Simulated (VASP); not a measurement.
Input of a VASP 6.6.1 run:

The input POSCAR:

```
ZrB2
1.0
    3.1700000000      0.0000000000      0.0000000000
   -1.5850000000      2.7453005300      0.0000000000
    0.0000000000      0.0000000000      3.5330000000
Zr B
1 2
Direct
    0.0000000000      0.0000000000      0.0000000000
    0.6666666667      0.3333333333      0.5000000000
    0.3333333333      0.6666666667      0.5000000000
```

File INCAR.step1:

```
PREC = Accurate
ENCUT = 600
ISMEAR = -1
SIGMA = 0.05
LREAL = F
LASPH = T
NELM = 100
GGA = PE
ALGO = Normal
EDIFF = 1E-4
LWAVE = T
LCHARG = F
```

File INCAR.step2:

```
PREC = Accurate
ENCUT = 600
EDIFF = 1E-6
ISMEAR = -1
SIGMA = 0.05
LREAL = F
LASPH = T
NELM = 100
ALGO = Normal
ISIF = 3
LWAVE = F
LCHARG = F
METAGGA = R2SCAN
LMIXTAU = T
IBRION = 2
NSW = 60
EDIFFG = -0.01
PSTRESS = 100.0
ISTART = 1
```

Contents of KPOINTS:

```
regular mesh
0
Gamma
  10 10 8
```

Potentials or basis: VASP PAW PBE potentials, release 64 (Zr_sv, B).

The run is started by

```sh
$ cat potpaw_PBE.64/Zr_sv/POTCAR potpaw_PBE.64/B/POTCAR > POTCAR
$ cp INCAR.step1 INCAR
$ mpirun -np 1 vasp_std > vasp.out
$ cp INCAR.step2 INCAR
$ mpirun -np 1 vasp_std > vasp.out
```

What does it give for the relaxed volume?

9.90 Å³/atom.

Predict the space group after relaxing (to 0.05 Å).

P6/mmm (No. 191).

What does it give for the relaxed cell?

a = 3.129 Å, b = 3.129 Å, c = 3.504 Å, α = 90.00°, β = 90.00°, γ = 120.00°.

Predict the band gap on the k mesh.

zero (band 9 reaches 11.71 eV, above the bottom of band 10 at 10.76 eV).

Final structure:
```yaml
crystal:
  lattice:
    - [3.12865, 0.00000, 0.00000]
    - [-1.56433, 2.70949, 0.00000]
    - [0.00000, 0.00000, 3.50416]
  atoms:
    - { symbol: Zr, position: [0.00000, 0.00000, 0.00000] }
    - { symbol: B, position: [0.66667, 0.33333, 0.50000] }
    - { symbol: B, position: [0.33333, 0.66667, 0.50000] }
```

Caveat: the cell is relaxed towards a set pressure, so the enthalpy falls and the energy may rise; the PAW data sets were made with another functional, which shifts forces and pressure a little.
